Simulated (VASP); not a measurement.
GePt, 2 atoms in the cell. It takes space group Pm-3m (No. 221, cubic). The conventional cell has a = 3.191 Å, b = 3.191 Å, c = 3.191 Å, α = 90.00°, β = 90.00°, γ = 90.00°. Within 3.6 Å of Ge (site symmetry m-3m) lie 8 Pt at 2.76 Å and 6 Ge at 3.19 Å. Within 3.6 Å of Pt (site symmetry m-3m) lie 8 Ge at 2.76 Å and 6 Pt at 3.19 Å. 

* Program: VASP 6.6.1
* Task: single point
* Functional: PBE
* Potentials or basis: VASP PAW PBE potentials, release 64 (Ge_d, Pt)
* Cutoff: 500 eV
* k mesh: 6 × 6 × 6
* Occupations: gaussian, width 0.2 eV
* Spin: no spin polarisation
* Dipole correction: no
* Further INCAR settings: ALGO = Normal; EDIFF = 1e-06; NBANDS = 19

Potentials or basis: VASP PAW PBE potentials, release 64 (Ge_d, Pt).

Command:

```bash
$ cat potpaw_PBE.64/Ge_d/POTCAR potpaw_PBE.64/Pt/POTCAR > POTCAR
$ mpirun -np 1 vasp_std > vasp.out
```

Hardware: 1 thread of Intel Xeon 6975P-C (shared host).

Question: How long does it take, and how much memory?

Answer: Run time: 7.2 s on 1 thread of Intel Xeon 6975P-C (shared host), peak memory 0.14 GiB. Counts: scf iterations 12, k points 20.
